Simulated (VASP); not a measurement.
# BaTiO3 (Amm2) in VASP: electric field gradients with PBEsol

Aim: the electric field gradients of BaTiO3 with PBEsol.

All numbers are computed with VASP 6.6.1; they aren't measurements. Logs are shortened: lines on timing, memory, paths and dates and some standing lists are left out, and cuts for length are marked.

## Step 1: The cell of the first run

The structure is orthorhombic, space group Amm2 (No. 38). The conventional cell has a = 3.865 Å, b = 5.504 Å, c = 5.692 Å, α = 90.00°, β = 90.00°, γ = 90.00°. Ba (site symmetry mm2) has 12 O at 2.75 to 2.89 Å and 8 Ti at 3.36 to 3.48 Å within 3.6 Å. Within 2.5 Å of Ti (site symmetry mm2) lie 6 O at 1.92 to 2.04 Å. O (site symmetry mm2) has 2 Ti at 1.93 Å within 2.6 Å. Within 2.5 Å of O (site symmetry m) lie 2 Ti at 1.92 to 2.04 Å.

## Step 2: Electric field gradients, PBEsol (equal xx and yy strain of -3 %)

INCAR reads:

```
SYSTEM = BaTiO3
ALGO = Normal
EDIFF = 1E-8
ENCUT = 520
GGA = PS
ISIF = 2
ISMEAR = -1
LASPH = .True.
LCHARG = .False.
LEFG = .True.
LREAL = .False.
LWAVE = .False.
NBANDS = 28
NELM = 100
PREC = Accurate
SIGMA = 0.05
```

KPOINTS reads:

```
k-points
0
Gamma
  8 8 8
  0 0 0
```

POSCAR reads:

```
BaTiO3
1.0
    3.8645770000      0.0000000000      0.0000000000
    0.0000000000      2.7519385000      2.8458000000
    0.0000000000     -2.7519385000      2.8458000000
Ba Ti O
1 1 3
Direct
    0.0000000000      0.0000000000      0.0000000000
    0.5000000000      0.5079000000      0.5079000000
    0.0000000000      0.4921000000      0.4921000000
    0.5000000000      0.5025100000      0.9937100000
    0.5000000000      0.9937100000      0.5025100000
```

Potentials or basis: VASP PAW PBE potentials, release 64 (Ba_sv, Ti_sv, O).

Run with:

```sh
cat potpaw_PBE.64/Ba_sv/POTCAR potpaw_PBE.64/Ti_sv/POTCAR potpaw_PBE.64/O/POTCAR > POTCAR
mpirun -np 1 vasp_std > vasp.out
```

OUTCAR:

```text
SYSTEM = BaTiO3
   EDIFF = 1E-8
   ENCUT = 520
   GGA = PS
   ISIF = 2
   ISMEAR = -1
   LASPH = .True.
   LREAL = .False.
   NELM = 100
   PREC = Accurate

 ion  position               nearest neighbor table
   1  0.000  0.000  0.000-   3 2.75   3 2.75   4 2.76   5 2.76   4 2.76   5 2.76   4 2.77   5 2.77
                             4 2.77   5 2.77   3 2.80   3 2.89   2 3.36   2 3.36   2 3.36   2 3.36
   2  0.500  0.508  0.508-   4 1.92   5 1.92   3 1.93   3 1.93   5 2.04   4 2.04   1 3.36   1 3.36
                             1 3.36   1 3.36   1 3.40   1 3.40   1 3.48   1 3.48
   3  0.000  0.492  0.492-   2 1.93   2 1.93   1 2.75   1 2.75   1 2.80   1 2.89
   4  0.500  0.503  0.994-   2 1.92   2 2.04   1 2.76   1 2.76   1 2.77   1 2.77
   5  0.500  0.994  0.503-   2 1.92   2 2.04   1 2.76   1 2.76   1 2.77   1 2.77

  LATTYP: Found a base centered orthorhombic cell.
 ALAT       =     5.5038770000
 B/A-ratio  =     1.0341074119
 C/A-ratio  =     0.7021554079

  Lattice vectors:

 A1 = (   0.0000000000,   2.7519385000,  -2.8458000000)
 A2 = (   0.0000000000,   2.7519385000,   2.8458000000)
 A3 = (   3.8645770000,   0.0000000000,   0.0000000000)

Analysis of symmetry for initial positions (statically):
=====================================================================
 Subroutine PRICEL returns:
 Original cell was already a primitive cell.

 Routine SETGRP: Setting up the symmetry group for a
 base centered orthorhombic supercell.

 Subroutine GETGRP returns: Found  4 space group operations
 (whereof  4 operations were pure point group operations)
 out of a pool of  8 trial point group operations.

The static configuration has the point symmetry C_2v.

Analysis of symmetry for dynamics (positions and initial velocities):
=====================================================================
 Subroutine PRICEL returns:
 Original cell was already a primitive cell.

 Routine SETGRP: Setting up the symmetry group for a
 base centered orthorhombic supercell.

 Subroutine GETGRP returns: Found  4 space group operations
 (whereof  4 operations were pure point group operations)
 out of a pool of  8 trial point group operations.

The dynamic configuration has the point symmetry C_2v.

 Subroutine INISYM returns: Found  4 space group operations
 (whereof  4 operations are pure point group operations),
 and found     1 'primitive' translations

----------------------------------------------------------------------------------------

                                     Primitive cell

  volume of cell :      60.5306

  direct lattice vectors                    reciprocal lattice vectors
     3.864577000  0.000000000  0.000000000     0.258760532  0.000000000  0.000000000
     0.000000000  2.751938500  2.845800000     0.000000000  0.181690107  0.175697519
     0.000000000 -2.751938500  2.845800000     0.000000000 -0.181690107  0.175697519

  length of vectors
     3.864577000  3.958755252  3.958755252     0.258760532  0.252746737  0.252746737

  position of ions in fractional coordinates (direct lattice)
     0.000000000  0.000000000  0.000000000
     0.500000000  0.507900000  0.507900000
     0.000000000  0.492100000  0.492100000
     0.500000000  0.502510000  0.993710000
     0.500000000  0.993710000  0.502510000

  ion indices of the primitive-cell ions
   primitive index   ion index
                 1           1
                 2           2
                 3           3
                 4           4
                 5           5

----------------------------------------------------------------------------------------

 KPOINTS: k-points

Automatic generation of k-mesh.
 Grid dimensions read from file:
 generate k-points for:    8    8    8

 Generating k-lattice:

  Cartesian coordinates                     Fractional coordinates (reciprocal lattice)
     0.032345066  0.000000000  0.000000000     0.125000000  0.000000000  0.000000000
     0.000000000  0.022711263  0.021962190     0.000000000  0.125000000  0.000000000
     0.000000000 -0.022711263  0.021962190     0.000000000  0.000000000  0.125000000

  Length of vectors
     0.032345066  0.031593342  0.031593342

  Shift w.r.t. Gamma in fractional coordinates (k-lattice)
     0.000000000  0.000000000  0.000000000

 Subroutine IBZKPT returns following result:
 ===========================================

 Found    105 irreducible k-points:

 Following reciprocal coordinates:
            Coordinates               Weight
  0.000000  0.000000  0.000000      1.000000
  0.125000  0.000000  0.000000      2.000000
  0.250000  0.000000  0.000000      2.000000
  0.375000  0.000000  0.000000      2.000000
  0.500000  0.000000  0.000000      1.000000
  0.000000  0.125000 -0.000000      4.000000
[... 16 lines left out ...]
  0.250000  0.500000 -0.000000      4.000000
  0.375000  0.500000 -0.000000      4.000000
 [... further k-points ...]
   k-points           NKPTS =    105   k-points in BZ     NKDIM =    105   number of bands    NBANDS=     28
   number of dos      NEDOS =    301   number of ions     NIONS =      5
   total plane-waves  NPLWV =  27000
   dimension x,y,z NGX =    30 NGY =   30 NGZ =   30
   dimension x,y,z NGXF=    60 NGYF=   60 NGZF=   60
   ions per type =               1   1   3
   NGX,Y,Z   is equivalent  to a cutoff of  12.91, 12.60, 12.60 a.u.
   NGXF,Y,Z  is equivalent  to a cutoff of  25.81, 25.20, 25.20 a.u.
 SYSTEM =  BaTiO3
   PREC   = accura    normal or accurate (medium, high low for compatibility)
   ISTART =      0    job   : 0-new  1-cont  2-samecut
   ICHARG =      2    charge: 1-file 2-atom 10-const
   ISPIN  =      1    spin polarized calculation?
   LNONCOLLINEAR =      F non collinear calculations
   LSORBIT =      F    spin-orbit coupling
   LASPH  =      T    aspherical Exc in radial PAW
   ENCUT  =  520.0 eV  38.22 Ry    6.18 a.u.   7.19  7.36  7.36*2*pi/ulx,y,z
   NELM   =    100;   NELMIN=  2; NELMDL= -5     # of ELM steps
   EDIFF  = 0.1E-07   stopping-criterion for ELM
   LREAL  =      F    real-space projection
   EDIFFG = 0.1E-06   stopping-criterion for IOM
   NSW    =      0    number of steps for IOM
   IBRION =     -1    ionic relax: 0-MD 1-quasi-New 2-CG
   NFREE  =      0    steps in history (QN), initial steepest desc. (CG)
   ISIF   =      2    stress and relaxation
   ISYM   =      2    0-nonsym 1-usesym 2-fastsym
   POTIM  = 0.5000    time-step for ionic-motion
   TEBEG  =    0.0;   TEEND  =   0.0 temperature during run
   PSTRESS=    0.0 pullay stress
   NELECT =      40.0000    total number of electrons
   NUPDOWN=      -1.0000    fix difference up-down
   EMIN   =  10.00;   EMAX   =-10.00  energy-range for DOS
   EFERMI =   0.00;   METHOD = LEGACY
   ISMEAR =    -1;   SIGMA  =   0.05  broadening in eV -4-tet -1-fermi 0-gaus
   EFERMI_NEDOS =   21; number of points for ismear=-14 and -15
   IALGO  =     38    algorithm
   IMIX   =      4    mixing-type and parameters
     AMIX     =   0.40;   BMIX     =  1.00
     AMIX_MAG =   1.60;   BMIX_MAG =  1.00
  volume/ion in A,a.u.               =      12.11        81.70
  Fermi-wavevector in a.u.,A,eV,Ry     =   1.425946  2.694648 27.665033  2.033323
  Thomas-Fermi vector in A             =   2.546276
   LORBIT       =      0    0 simple, 1 ext, 2 COOP (PROOUT), +10 PAW based schemes
   GGA     = PS    functional components
   LHFCALC =     F    Hartree Fock is set to
   AEXX    =    0.0000 exact exchange contribution
   IVDW    =     0    specifies the selected vdW correction
   LEPSILON=     F    determine dielectric tensor
   LRPA    =     F    only Hartree local field effects (RPA)
 non-spin polarized calculation
  energy-cutoff  :      520.00
  volume of cell :       60.53
 maximum number of plane-waves:      1648
 NGX is ok and might be reduce to    30
   NGX = 15   NGY = 15   NGZ = 15

 number of electron      40.0000023 magnetization

 Free energy of the ion-electron system (eV)
  ---------------------------------------------------
  ext. energy  EPLUGINS =         0.00000000
  ---------------------------------------------------
  free energy    TOTEN  =       -41.86125932 eV

  energy without entropy =      -41.86125932  energy(sigma->0) =      -41.86125932

 E-fermi :   5.0957     XC(G=0): -11.8211

 val. band max:        4.1975681727   @ k =   0.5000   0.5000   0.5000
 cond. band min:       5.9588004114   @ k =   0.0000   0.0000   0.0000
 fundamental gap:      1.7612322387
 Fermi energy:         5.0957244948

 k-point     1 :       0.0000    0.0000    0.0000
  band No.  band energies     occupation
      1     -51.9349      2.00000
      2     -28.3123      2.00000
      3     -28.3101      2.00000
      4     -28.2839      2.00000
      5     -20.5042      2.00000
      6     -12.8058      2.00000
[... 20 lines left out ...]
     27       9.2610      0.00000
     28      11.9488      0.00000

 k-point     2 :       0.1250    0.0000    0.0000
  band No.  band energies     occupation
      1     -51.9346      2.00000
      2     -28.3230      2.00000
      3     -28.3118      2.00000
      4     -28.2833      2.00000
      5     -20.4778      2.00000
      6     -12.7964      2.00000
[... 20 lines left out ...]
     27       9.6042      0.00000
     28      12.3417      0.00000

 k-point     3 :       0.2500    0.0000    0.0000
  band No.  band energies     occupation
      1     -51.9339      2.00000
      2     -28.3538      2.00000
      3     -28.3105      2.00000
      4     -28.2821      2.00000
      5     -20.4128      2.00000
      6     -12.8724      2.00000
[... 20 lines left out ...]
     27      10.4241      0.00000
     28      12.6702      0.00000

 k-point     4 :       0.3750    0.0000    0.0000
  band No.  band energies     occupation
      1     -51.9333      2.00000
      2     -28.3843      2.00000
      3     -28.3092      2.00000
      4     -28.2808      2.00000
      5     -20.3458      2.00000
      6     -13.0260      2.00000
[... 578 lines left out ...]
     27      12.2408      0.00000
     28      12.8424      0.00000

 k-point    23 :       0.2500    0.5000   -0.0000
  band No.  band energies     occupation
      1     -51.9326      2.00000
      2     -28.3634      2.00000
      3     -28.3499      2.00000
      4     -28.2912      2.00000
      5     -20.2853      2.00000
      6     -12.8447      2.00000
[... 20 lines left out ...]
     27      13.1103      0.00000
     28      13.1473      0.00000

 k-point    24 :       0.3750    0.5000   -0.0000
  band No.  band energies     occupation
      1     -51.9320      2.00000
      2     -28.3797      2.00000
      3     -28.3612      2.00000
      4     -28.2900      2.00000
      5     -20.2435      2.00000
      6     -12.5619      2.00000
[... 20 lines left out ...]
     27      12.5231      0.00000
     28      14.1716      0.00000

 [... further k-points ...]
[... 5 lines left out ...]
  --------------------------------------------------------------------------------------
  -------------------------------------------------------------------------------------
  Total        4.8098448      4.5710963      1.1528314      0.0000000      0.0000000      0.0000000
  in kB      127.3111915    120.9917882     30.5141523      0.0000000      0.0000000      0.0000000
  external PRESSURE =      92.9390440 kB  Pullay stress =       0.0000000 kB

 VOLUME and BASIS-vectors are now :
 -----------------------------------------------------------------------------
  energy-cutoff  :      520.00
  volume of cell :       60.53
      direct lattice vectors                 reciprocal lattice vectors
     3.864577000  0.000000000  0.000000000     0.258760532  0.000000000  0.000000000
     0.000000000  2.751938500  2.845800000     0.000000000  0.181690107  0.175697519
     0.000000000 -2.751938500  2.845800000     0.000000000 -0.181690107  0.175697519

 POSITION                                       TOTAL-FORCE (eV/Angst)
 -----------------------------------------------------------------------------------
      0.00000      0.00000      0.00000         0.000000      0.000000      0.109233
      1.93229      0.00000      2.89076         0.000000      0.000000      0.069853
      0.00000      0.00000      2.80084         0.000000      0.000000      0.027905
      1.93229     -1.35175      4.25794         0.000000     -0.129154     -0.103495
      1.93229      1.35175      4.25794         0.000000      0.129154     -0.103495
 -----------------------------------------------------------------------------------
    total drift:                                0.000000      0.000000      0.000204

  FREE ENERGIE OF THE ION-ELECTRON SYSTEM (eV)
  ---------------------------------------------------
  free  energy   TOTEN  =       -41.8612593228 eV

  energy  without entropy=      -41.8612593220  energy(sigma->0) =      -41.86125932

 Electric field gradients (V/A^2)
---------------------------------------------------------------------
 ion       V_xx      V_yy      V_zz      V_xy      V_xz      V_yz
---------------------------------------------------------------------
   1       1.488   -21.783    20.295    -0.000     0.000    -0.000
   2     -21.553    16.894     4.659     0.000    -0.000    -0.000
   3      12.093    -5.203    -6.889     0.000    -0.000    -0.000
   4     -12.911     2.004    10.907     0.000     0.000   -13.430
   5     -12.911     2.004    10.907    -0.000     0.000    13.430
---------------------------------------------------------------------

 Electric field gradients after diagonalization (V/A^2)
 (convention: |V_zz| > |V_xx| > |V_yy|)
----------------------------------------------------------------------
 ion       V_xx      V_yy      V_zz     asymmetry (V_yy - V_xx)/ V_zz
----------------------------------------------------------------------
   1      20.295     1.488   -21.783       0.863
   2      16.894     4.659   -21.553       0.568
   3      -6.889    -5.203    12.093       0.139
   4     -12.911    -7.693    20.604       0.253
   5     -12.911    -7.693    20.604       0.253
----------------------------------------------------------------------

           NMR quadrupolar parameters

 Cq : quadrupolar parameter    Cq=e*Q*V_zz/h
 eta: asymmetry parameters     (V_yy - V_xx)/ V_zz
 Q  : nuclear electric quadrupole moment in mb (millibarn)
----------------------------------------------------------------------
 ion       Cq(MHz)       eta       Q (mb)
----------------------------------------------------------------------
   1      -0.053       0.863       1.000
   2      -0.052       0.568       1.000
   3       0.029       0.139       1.000
   4       0.050       0.253       1.000
   5       0.050       0.253       1.000
----------------------------------------------------------------------
```

Wall time 5 min (1 thread of AMD EPYC 7R43 (Zen 3), shared host); peak memory 0.26 GiB.

What came out:

* Free energy: -41.8613 eV
* Pressure: 9.3 GPa
* Largest force: 0.166 eV/Å
* Band gap on the k mesh: 1.76 eV, indirect (least direct gap 1.83 eV)

Forces on the atoms (eV/Å):
```
Ba   0.000  0.000  0.109
Ti   0.000  0.000  0.070
O    0.000  0.000  0.028
O    0.000 -0.129 -0.103
O    0.000  0.129 -0.103
```

Stress tensor (GPa, compression positive):
```
12.73  0.00  0.00
 0.00 12.10  0.00
 0.00  0.00  3.05
```

Electric field gradients, principal values (V/Å²):
```csv
atom,least,middle,greatest (by size)
1 Ba,1.488,20.295,-21.783
2 Ti,4.659,16.894,-21.553
3 O,-5.203,-6.889,12.093
4 O,-7.693,-12.911,20.604
5 O,-7.693,-12.911,20.604
```

Caveat: the cell differs from its parent crystal (equal xx and yy strain of -3 %); without QUAD_EFG the Cq values of the log hold for a quadrupole moment of 1 mb, not for the nuclei; the PAW data sets were made with another functional, which shifts forces and pressure a little; spin-orbit coupling is left out, which moves the levels of the heavy elements.
